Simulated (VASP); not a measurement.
## Co: relaxation of cell and atoms with LDA

Co:

```
CELL_PARAMETERS angstrom
4.45786 0.00000 0.00000
0.00000 4.45786 0.00000
0.00000 0.00000 4.45786
ATOMIC_POSITIONS crystal
Co 0.00000 0.00000 0.00000
Co 0.50000 0.50000 0.50000
Co 0.25000 0.00000 0.50000
Co 0.75000 0.00000 0.50000
Co 0.50000 0.25000 0.00000
Co 0.50000 0.75000 0.00000
Co 0.00000 0.50000 0.25000
Co 0.00000 0.50000 0.75000
```

```yaml
Program: VASP 6.6.1
Task: relaxation of cell and atoms
Functional: LDA
Potentials_or_basis: VASP PAW LDA potentials, release 64 (Co)
Cutoff: 600 eV
k_mesh: 6 × 6 × 6
Occupations: fermi-dirac, width 0.05 eV
Spin: collinear spin, ferromagnetic start
Starting_moments: "[1.7, 1.7, 1.7, 1.7, 1.7, 1.7, 1.7, 1.7] μB"
Dipole_correction: no
Further_INCAR_settings: ALGO = Normal; EDIFF = 1e-06; IBRION = 2; EDIFFG = -0.01; NSW = 80; ISIF = 3
```

The relaxed volume is 10.20 Å³/atom and the relaxed cell is a = 4.337 Å, b = 4.337 Å, c = 4.337 Å, α = 90.00°, β = 90.00°, γ = 90.00°. The space group after relaxing (to 0.1 Å) is Pm-3n (No. 223), the energy gained by relaxing is 53.6 meV/atom and the ionic steps are 4. The pressure after relaxing is -0.1 GPa, the net moment is 12.49 μB per cell and the site moments are Co +1.49, +1.57 (each value once) μB. The valence electrons inside the program's atomic spheres are Co 8.45, 8.43 (each value once).

Step by step:
| step | energy change (eV) | largest force (eV/Å) | pressure (GPa) | volume (Å³) |
| --- | --- | --- | --- | --- |
| 1 | 0.0000 | 0.0000 | -17.93 | 88.59 |
| 2 | 0.3315 | 0.0000 | 33.48 | 73.63 |
| 3 | -0.4289 | 0.0000 | -0.55 | 81.72 |
| 4 | -0.4292 | 0.0000 | -0.10 | 81.57 |

Final structure:
```cif
data_structure
_symmetry_space_group_name_H-M 'P 1'
_symmetry_Int_Tables_number 1
_cell_length_a 4.3369
_cell_length_b 4.3369
_cell_length_c 4.3369
_cell_angle_alpha 90.000
_cell_angle_beta 90.000
_cell_angle_gamma 90.000
_cell_volume 81.57
loop_
_atom_site_label
_atom_site_type_symbol
_atom_site_fract_x
_atom_site_fract_y
_atom_site_fract_z
_atom_site_occupancy
Co1 Co 0.00000 0.00000 0.00000 1
Co2 Co 0.50000 0.50000 0.50000 1
Co3 Co 0.25000 0.00000 0.50000 1
Co4 Co 0.75000 0.00000 0.50000 1
Co5 Co 0.50000 0.25000 0.00000 1
Co6 Co 0.50000 0.75000 0.00000 1
Co7 Co 0.00000 0.50000 0.25000 1
Co8 Co 0.00000 0.50000 0.75000 1
```

Levels at points of the mesh, in eV from the Fermi level:
Spin up:
| k point | band 40 | band 41 | band 42 | band 43 | band 44 | band 45 |
| --- | --- | --- | --- | --- | --- | --- |
| (0.00, 0.00, 0.00) | -0.62 | -0.62 | 1.29 | 1.29 | 1.29 | 3.10 |
| (0.50, 0.00, 0.00) | -0.65 | -0.19 | -0.19 | 2.01 | 2.01 | 2.74 |
| (0.50, 0.50, 0.00) | -0.75 | -0.56 | -0.39 | -0.39 | -0.08 | 2.36 |
| (0.50, 0.50, 0.50) | -0.89 | 0.28 | 0.28 | 0.28 | 0.28 | 0.28 |
Spin down:
```csv
k point,band 28,band 29,band 30,band 31,band 32,band 33
"(0.00, 0.00, 0.00)",-0.21,-0.15,-0.15,-0.15,0.02,0.02
"(0.50, 0.00, 0.00)",-0.55,-0.36,-0.36,0.09,0.09,0.45
"(0.50, 0.50, 0.00)",-0.41,-0.10,0.11,0.11,0.23,0.23
"(0.50, 0.50, 0.50)",-0.32,-0.32,-0.32,0.55,0.55,0.55
```

Wall time 19 min on 1 thread of Oxide Virtual Turin-like Processor, on a shared host, peak memory 0.25 GiB.
